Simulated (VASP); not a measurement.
Runs of VASP 6.6.1 on PtSe2. The structure is that of space group P-3m1 (No. 164), or close to it. The cells are those of the table. 

```csv
cell,gap on the mesh (eV),pressure (GPa),largest force (eV/Å)
"a = 3.752, b = 3.752, c = 6.331 Å, angles 90.0, 90.0, 120.0°, 3 atoms",0.77,2.1,0.45
"a = 3.752, b = 3.752, c = 6.135 Å, angles 90.0, 90.0, 120.0°, 3 atoms",0.65,4.6,0.92
"a = 3.752, b = 3.752, c = 6.918 Å, angles 90.0, 90.0, 120.0°, 3 atoms",1.02,-3.6,0.82
"a = 3.752, b = 3.752, c = 6.870 Å, angles 90.0, 90.0, 120.0°, 3 atoms",1.04,-3.2,0.72
"a = 3.752, b = 3.752, c = 6.233 Å, angles 90.0, 90.0, 120.0°, 3 atoms",(c),3.3,0.68
"a = 3.752, b = 3.752, c = 6.821 Å, angles 90.0, 90.0, 120.0°, 3 atoms",1.03,(b),(a)
"a = 3.752, b = 3.752, c = 6.625 Å, angles 90.0, 90.0, 120.0°, 3 atoms",0.94,-1.0,0.22
"a = 3.752, b = 3.752, c = 6.429 Å, angles 90.0, 90.0, 120.0°, 3 atoms",0.83,1.0,0.22
"a = 3.752, b = 3.752, c = 6.723 Å, angles 90.0, 90.0, 120.0°, 3 atoms",0.99,-1.9,0.42
```

Alike in all rows: task single point; level PBE; potentials or basis VASP PAW PBE potentials, release 64 (Pt, Se); no spin polarisation; k mesh 12 × 12 × 4; cutoff (eV) 520; smearing gaussian 0.05 eV.

**Question.** Estimate the missing entries.

**Answer.** (a) 0.62; (b) -2.8; (c) 0.71.

Caveats: spin-orbit coupling is left out, which moves the levels of the heavy elements; this functional lacks dispersion, which binds the layers, so the pressure and a relaxed spacing across them are unreliable.

A k mesh can miss the band edges, and the runs leave out spin-orbit coupling on Pt, Se.
